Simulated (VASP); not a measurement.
Input of a VASP 6.6.1 run:

Contents of INCAR:

```
SYSTEM = CO2
PREC = Accurate
ENCUT = 520
EDIFF = 1E-6
ISMEAR = 0
SIGMA = 0.01
LREAL = .False.
LASPH = .True.
NELM = 80
ALGO = Normal
ISIF = 2
LWAVE = .False.
LCHARG = .False.
GGA = PS
NBANDS = 44
```

File KPOINTS:

```
Automatic mesh
0
Gamma
  4 4 4
  0 0 0
```

Contents of POSCAR:

```
CO2
1.0
    5.3917697732      0.0000000000      0.0000000000
    0.0000000000      5.3917697732      0.0000000000
    0.0000000000      0.0000000000      5.3917697732
C O
4 8
Direct
    0.0000000000      0.0000000000      0.0000000000
    0.5000000000      0.0000000000      0.5000000000
    0.5000000000      0.5000000000      0.0000000000
    0.0000000000      0.5000000000      0.5000000000
    0.1248130550      0.1248130550      0.1248130550
    0.3751869450      0.8751869450      0.6248130550
    0.6248130550      0.3751869450      0.8751869450
    0.8751869450      0.6248130550      0.3751869450
    0.8751869450      0.8751869450      0.8751869450
    0.6248130550      0.1248130550      0.3751869450
    0.3751869450      0.6248130550      0.1248130550
    0.1248130550      0.3751869450      0.6248130550
```

Potentials or basis: VASP PAW PBE potentials, release 64 (C, O).

Run with:

```console
$ cat potpaw_PBE.64/C/POTCAR potpaw_PBE.64/O/POTCAR > POTCAR
$ mpirun -np 1 vasp_std > vasp.out
```

Question: Estimate the band gap on the k mesh.

Answer: 6.83 eV, direct.

Question: Estimate the largest force.

Answer: 0.707 eV/Å.

Question: Predict the pressure.

Answer: 3.6 GPa.

Forces in eV/Å, atoms in the order of the input:
```
C    0.000  0.000  0.000
C    0.000  0.000  0.000
C    0.000  0.000  0.000
C    0.000  0.000  0.000
O    0.408  0.408  0.408
O   -0.408 -0.408  0.408
O    0.408 -0.408 -0.408
O   -0.408  0.408 -0.408
O   -0.408 -0.408 -0.408
O    0.408  0.408 -0.408
O   -0.408  0.408  0.408
O    0.408 -0.408  0.408
```

Caveat: the PAW data sets were made with another functional, which shifts forces and pressure a little. A k mesh can miss the band edges.
